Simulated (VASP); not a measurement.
Runs of VASP 6.6.1 on MgBe2Te3. The structure is that of space group P4mm (No. 99), or close to it. The cells are those of the table. 

```tsv
task	cell	k mesh	cutoff (eV)	gap on the mesh (eV)	pressure (GPa)	relaxed volume (Å³/atom)	largest force (eV/Å)
single point	a = 4.724, b = 4.724, c = 7.117 Å, 6 atoms	8 × 8 × 6	520	none	0.1	-	0.02
single point	a = 4.732, b = 4.732, c = 7.246 Å, 6 atoms	4 × 4 × 4	520	none	0.0	-	0.02
single point	a = 3.777, b = 3.777, c = 8.220 Å, 6 atoms	4 × 4 × 2	520	none	(a)	-	(b)
single point	a = 4.732, b = 4.732, c = 7.246 Å, 6 atoms	4 × 4 × 2	520	none	0.0	-	0.02
relaxation of cell and atoms	relaxed from a = 3.777, b = 3.777, c = 8.220 Å, 6 atoms	4 × 4 × 2	600	none	-0.1	27.23	0.04
relaxation of cell and atoms	relaxed from a = 4.732, b = 4.732, c = 7.246 Å, 6 atoms	4 × 4 × 4	600	none	0.0	27.04	0.04
relaxation of cell and atoms	relaxed from a = 4.732, b = 4.732, c = 7.246 Å, 6 atoms	8 × 8 × 6	600	none	0.0	26.50	0.01
```

Alike in all rows: level PBE; potentials or basis VASP PAW PBE potentials, release 64 (Mg, Be, Te); no spin polarisation; smearing gaussian 0.1 eV.

Problem. Estimate the missing entries.

Solution. (a) 15.9; (b) 1.17.

Caveats: some runs use coarse meshes; spin-orbit coupling is left out, which moves the levels of the heavy elements; forces of over 1 eV/Å act on the atoms, so gaps and moduli don't describe the material at rest (some runs); the volume moved by over 15 % at a fixed basis, so the end points are rough (some runs).

A k mesh can miss the band edges, and the runs leave out spin-orbit coupling on Te.

A gap of «none» marks levels without a gap at the run's occupations.
